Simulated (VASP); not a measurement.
Write the native input for VASP 6.6.1 that does the following.

- Task: single point
- Functional: PBE
- Potentials or basis: VASP PAW PBE potentials, release 64 (La, O)
- Cutoff: 520 eV
- k mesh: 6 × 6 × 4
- Occupations: gaussian, width 0.01 eV
- Spin: no spin polarisation
- Dipole correction: no
- Further INCAR settings: ALGO = Normal; EDIFF = 1e-07; NBANDS = 28

The structure of La2O3 lies in POSCAR:

```
La2O3
1.0
    3.9307778800      0.0000000000      0.0000000000
   -1.9653889400      3.4041535000      0.0000000000
    0.0000000000      0.0000000000      6.1119535200
La O
2 3
Direct
    0.6666666698      0.3333333294      0.7537643202
    0.3333333302      0.6666666706      0.2462356798
    0.6666666698      0.3333333294      0.3541093503
    0.3333333302      0.6666666706      0.6458906497
    0.0000000000      0.0000000000      0.0000000000
```

These files were run (other wordings do the same):

INCAR

```
ALGO = Normal
EDIFF = 1E-7
ENCUT = 520
GGA = PE
ISIF = 2
ISMEAR = 0
LASPH = True
LCHARG = False
LREAL = False
LWAVE = False
NBANDS = 28
NELM = 60
PREC = Accurate
SIGMA = 0.01
```

KPOINTS

```
k-points
0
Gamma
  6 6 4
```

Potentials or basis: VASP PAW PBE potentials, release 64 (La, O).

The run is started by

```console
$ cat potpaw_PBE.64/La/POTCAR potpaw_PBE.64/O/POTCAR > POTCAR
$ mpirun -np 1 vasp_std > vasp.out
```

It gave:

```
Pressure               : 1.6 GPa
Largest force          : 0.011 eV/Å
Band gap on the k mesh : 3.86 eV (least direct gap 3.98 eV)
```

Caveat: spin-orbit coupling is left out, which moves the levels of the heavy elements.

It took 69 s on 1 thread of Intel(R) Xeon(R) 6975P-C (Granite Rapids), on a shared host, peak memory 0.22 GiB.
